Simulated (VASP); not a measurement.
## Mg2Sn: single point with PBE

Crystal: Mg2Sn.

```xyz
3
Lattice="0.0000 3.4410 3.4410 3.4410 0.0000 3.4410 3.4410 3.4410 0.0000" Properties=species:S:1:pos:R:3 pbc="T T T"
Sn    0.0000    0.0000    0.0000
Mg    1.7205    1.7205    1.7205
Mg    5.1616    5.1616    5.1616
```

This cell differs from its parent crystal: volume changed by +3%.

```json
{
  "Program": "VASP 6.6.1",
  "Task": "single point",
  "Functional": "PBE",
  "Potentials or basis": "VASP PAW PBE potentials, release 64 (Sn_d, Mg)",
  "Cutoff": "600 eV",
  "k mesh": "6 × 6 × 6",
  "Occupations": "fermi-dirac, width 0.02 eV",
  "Spin": "no spin polarisation",
  "Dipole correction": "no",
  "Further INCAR settings": "ALGO = Normal; EDIFF = 1e-06; NBANDS = 16"
}
```

| Quantity | Value |
| --- | --- |
| Pressure | -1.3 GPa |
| Band gap on the k mesh | zero (band 9 reaches 3.92 eV, above the bottom of band 10 at 3.67 eV) |

Levels at points of the mesh, in eV from the Fermi level:
```
           k point  band 6  band 7  band 8  band 9  band 10  band 11  band 12  band 13
(0.00, 0.00, 0.00)   -8.75    0.12    0.12    0.12     1.24     2.18     2.18     2.18
(0.50, 0.00, 0.00)   -7.58   -4.52   -0.68   -0.68     0.58     2.29     2.29     3.96
(0.50, 0.50, 0.00)   -7.11   -4.34   -1.90   -1.90    -0.13     0.33     7.08     7.08
```

Run time: 16 s on 1 thread of AMD EPYC 9R45 96-Core Processor (Zen 5), with other jobs on the host, peak memory 0.21 GiB.

Caveat: spin-orbit coupling is left out, which moves the levels of the heavy elements.
